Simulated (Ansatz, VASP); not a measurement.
## Two plane-wave programs on CaSe

INCAR

```
  PREC = Accurate
  ENCUT = 520
  EDIFF = 1E-8
  ISMEAR = -1
  SIGMA = 0.03
  LREAL = F
  LASPH = T
  NELM = 100
  ALGO = Normal
  ISIF = 2
  LWAVE = F
  LCHARG = F
  LEFG = T
  NBANDS = 15
```

Contents of KPOINTS:

```
Automatic mesh
0
Gamma
  9 9 9
```

The input POSCAR:

```
CaSe
1.0
    0.0000000000      2.9300948315      2.9300948315
    2.9300948315      0.0000000000      2.9300948315
    2.9300948315      2.9300948315      0.0000000000
Ca Se
1 1
Direct
    0.0000000000      0.0000000000      0.0000000000
    0.5000000000      0.5000000000      0.5000000000
```

Input for Ansatz:

```yaml
crystal:
  lattice:
    - [0.0, 2.9300948315, 2.9300948315]
    - [2.9300948315, 0.0, 2.9300948315]
    - [2.9300948315, 2.9300948315, 0.0]
  atoms:
    - { symbol: Ca, position: [0.0, 0.0, 0.0] }
    - { symbol: Se, position: [0.5, 0.5, 0.5] }
kpoints:
  mp_grid: { grid: [9, 9, 9] }
scf:
  occupations: { method: fermi_dirac, width: 0.03 }
hamiltonian:
  xc: lda
  pseudopotentials: { kind: paw }
output:
  forces: true
  stress: true
  eigenvalues: true
  efg: { contact_densities: true }
```

Change from the starting cell: volume scaled by 0.96, PAW files.

Alike in both runs: task electric field gradients; functional LDA; k mesh 9 × 9 × 9; occupations fermi-dirac, width 0.03 eV; no spin polarisation.

|  | VASP | Ansatz |
| --- | --- | --- |
| version | VASP 6.6.1 | Ansatz 0.2.0 |
| potentials or method | VASP PAW LDA potentials, release 64 (Ca_sv, Se) | PAW with Ansatz's default frozen-core files, scalar-relativistic |
| plane-wave cutoff (eV) | 520 | 420 |
| valence electrons in the cell | 16 | 26 |

```csv
,VASP,Ansatz,Ansatz less VASP
gap on the k mesh at the Fermi level (eV),1.83,1.85,+0.018
pressure (GPa),-1.6,-1.9,-0.25
```

LDA's correlation is that of Perdew and Zunger in VASP and of Perdew and Wang (1992) in Ansatz. VASP's potentials hold 16 valence electrons a cell and Ansatz's 26, so a difference there can come from the potentials and not from the codes.
